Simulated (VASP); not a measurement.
Set up this calculation in VASP 6.6.1, as the native input.

```yaml
Task: single point
Functional: PBE
Potentials_or_basis: VASP PAW PBE potentials, release 64 (Y_sv, Al, N)
Cutoff: 520 eV
k_mesh: 6 × 6 × 6
Occupations: gaussian, width 0.1 eV
Spin: no spin polarisation
Dipole_correction: no
Further_INCAR_settings: ALGO = Normal; EDIFF = 1e-06; NBANDS = 30
```

The structure of YAl3N4 lies in POSCAR:

```
YAl3N4
1.0
   -2.3466834484      2.3466834484      4.4679917334
    2.3466834484     -2.3466834484      4.4679917334
    2.3466834484      2.3466834484     -4.4679917334
Y Al N
1 3 4
Direct
    0.5000000000      0.5000000000      0.0000000000
    0.0000000000      0.0000000000      0.0000000000
    0.2500000000      0.7500000000      0.5000000000
    0.7500000000      0.2500000000      0.5000000000
    0.0835864792      0.0835864792      0.4423834186
    0.3587969394      0.9164135208      0.0000000000
    0.6412030606      0.6412030606      0.5576165814
    0.9164135208      0.3587969394      0.0000000000
```

One way to write it, as run:

INCAR

```
PREC     = Accurate       # precision mode
ENCUT    = 520            # plane-wave cutoff, eV
EDIFF    = 1E-6           # SCF threshold, eV
ISMEAR   = 0              # smearing method
SIGMA    = 0.1            # smearing width, eV
LREAL    = F              # projectors in reciprocal space
LASPH    = T              # aspherical terms in the spheres
NELM     = 60             # most SCF steps
ALGO     = Normal         # electronic algorithm
ISIF     = 2              # what is computed and relaxed
LWAVE    = F              # write WAVECAR
LCHARG   = F              # write CHGCAR
GGA      = PE             # functional
NBANDS   = 30             # bands
```

KPOINTS

```
regular mesh
0
Gamma
  6 6 6
```

Potentials or basis: VASP PAW PBE potentials, release 64 (Y_sv, Al, N).

Command:

```sh
$ cat potpaw_PBE.64/Y_sv/POTCAR potpaw_PBE.64/Al/POTCAR potpaw_PBE.64/N/POTCAR > POTCAR
$ mpirun -np 1 vasp_std > vasp.out
```

It gave:

- Pressure: -0.2 GPa
- Largest force: 0.003 eV/Å
- Band gap on the k mesh: 2.56 eV (least direct gap 3.00 eV)

Run time: 2.6 min on 1 thread of AMD EPYC 7R13, on a shared host, peak memory 0.28 GiB.
